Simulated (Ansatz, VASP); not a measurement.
One calculation of BP, two programs

```
P B
1.0
     0.00000    2.31350    2.31350
     2.31350    0.00000    2.31350
     2.31350    2.31350    0.00000
P B
1 1
Direct
  0.75000 0.75000 0.75000
  0.00000 0.00000 0.00000
```

Alike in both runs: task single point; functional PBE-based screened hybrid; k mesh 5 × 5 × 5; occupations fermi-dirac, width 0.05 eV; no spin polarisation.

|  | VASP | Ansatz |
| --- | --- | --- |
| version | VASP 6.6.1 | Ansatz 0.2.0 |
| potentials or method | VASP PAW PBE potentials, release 64 (P, B) | Ansatz PAW |
| plane-wave cutoff (eV) | 520 | 420 |
| valence electrons in the cell | 8 | 8 |

Ansatz gave:

```
gap on the k mesh at the Fermi level (eV) : 1.87
least direct gap on the mesh (eV)         : 4.07
pressure (GPa)                            : -9.8
```

Question: What did VASP give for the same quantities?

Answer: gap on the k mesh at the Fermi level (eV): 1.87; least direct gap on the mesh (eV): 4.07; pressure (GPa): -10.3.

VASP's potentials were made for PBE, not for PBE-based screened hybrid. With one functional, cell and mesh, what is left measures potentials, basis and numerics.

The k mesh is coarse, so the values compare programs but aren't converged. Noted on Ansatz's run: odd divisions of the mesh miss points on the zone boundary, where band edges often lie, so the gap on the mesh can be too wide.
